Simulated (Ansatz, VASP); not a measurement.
P in VASP and in Ansatz

Contents of INCAR:

```
AGGAC    = 1.0          
AGGAX    = 1.0          
ALDAC    = 0.0          
ALDAX    = 1.0          
ALGO     = Normal         # electronic algorithm
EDIFF    = 1E-6           # SCF threshold, eV
ENCUT    = 520            # plane-wave cutoff, eV
GGA      = B5             # functional
ISIF     = 2              # what is computed and relaxed
ISMEAR   = -1             # smearing method
LASPH    = T              # aspherical terms in the spheres
LCHARG   = F              # write CHGCAR
LREAL    = F              # projectors in reciprocal space
LWAVE    = F              # write WAVECAR
NBANDS   = 12             # bands
NELM     = 80             # most SCF steps
PREC     = Accurate       # precision mode
SIGMA    = 0.1            # smearing width, eV
```

File KPOINTS:

```
k-points
0
Gamma
  11 11 11
```

The input POSCAR:

```
P
1.0
    0.0000000000      2.7790534124      2.7790534124
    2.7790534124      0.0000000000      2.7790534124
    2.7790534124      2.7790534124      0.0000000000
P
2
Direct
    0.1250000000      0.1250000000      0.1250000000
    0.8750000000      0.8750000000      0.8750000000
```

Input for Ansatz:

```yaml
crystal:
  lattice:
    - [0.0, 2.7790534124, 2.7790534124]
    - [2.7790534124, 0.0, 2.7790534124]
    - [2.7790534124, 2.7790534124, 0.0]
  atoms:
    - { symbol: P, position: [0.125, 0.125, 0.125] }
    - { symbol: P, position: [0.875, 0.875, 0.875] }
hamiltonian:
  xc: blyp
  pseudopotentials:
    kind: paw
    azcp:
      P: "pseudopotentials/P.paw.azcp"
basis:
  ecutwfc: 420
  fft_grid_basis: typed
kpoints:
  mp_grid: { grid: [11, 11, 11], shift: [0, 0, 0] }
magnetization:
  spin_polarized: false
scf:
  occupations: { method: fermi_dirac, width: 0.1 }
  lower_state_search: "off"
output:
  stress: true
```

Alike in both runs: task single point; functional BLYP; k mesh 11 × 11 × 11; occupations fermi-dirac, width 0.1 eV; no spin polarisation.

|  | VASP | Ansatz |
| --- | --- | --- |
| version | VASP 6.6.1 | Ansatz 0.2.0 |
| potentials or method | VASP PAW PBE potentials, release 64 (P), cutoff 520 eV | plane waves (420 eV) with PAW, scalar-relativistic |
| valence electrons in the cell | 10 | 10 |

Ansatz gave:

- pressure (GPa): 3.6

Question: Estimate VASP's values.

Answer: Pressure (GPa): 3.7.

VASP's potentials were made for PBE, not for BLYP.
